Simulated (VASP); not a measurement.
ScAl3:

```
Sc Al
1.0
     4.08781    0.00000    0.00000
     0.00000    4.08781    0.00000
     0.00000    0.00000    4.08781
Sc Al
1 3
Direct
  0.00000 0.00000 0.00000
  0.50000 0.50000 0.00000
  0.00000 0.50000 0.50000
  0.50000 0.00000 0.50000
```

```yaml
Program: VASP 6.6.1
Task: relaxation of cell and atoms
Functional: BLYP
Dispersion: D4
Potentials_or_basis: VASP PAW PBE potentials, release 64 (Sc_sv, Al)
Cutoff: 600 eV
k_mesh: 7 × 7 × 7
Occupations: fermi-dirac, width 0.05 eV
Spin: no spin polarisation
```

At the start: pressure -2.2 GPa; volume 17.08 Å³/atom.

Problem. How do energy, volume and symmetry change on relaxing?

Solution. Over 3 steps the energy falls by 3.1 meV/atom and the volume is 16.64 Å³/atom (-2.6 %); space group Pm-3m (No. 221, to 0.05 Å).

The path:
| step | energy change (eV) | largest force (eV/Å) | pressure (GPa) | volume (Å³) |
| --- | --- | --- | --- | --- |
| 1 | 0.0000 | 0.0000 | -2.22 | 68.31 |
| 2 | -0.0112 | 0.0000 | 0.74 | 66.00 |
| 3 | -0.0124 | 0.0000 | 0.00 | 66.54 |

Final structure:
```xyz
4
Lattice="4.0523 0.0000 0.0000 0.0000 4.0523 0.0000 0.0000 0.0000 4.0523" Properties=species:S:1:pos:R:3 pbc="T T T"
Sc    0.0000    0.0000    0.0000
Al    2.0261    2.0261    0.0000
Al    0.0000    2.0261    2.0261
Al    2.0261    0.0000    2.0261
```

Caveat: the PAW data sets were made with another functional, which shifts forces and pressure a little; pairwise dispersion overbinds metals, which lowers pressure and volume.
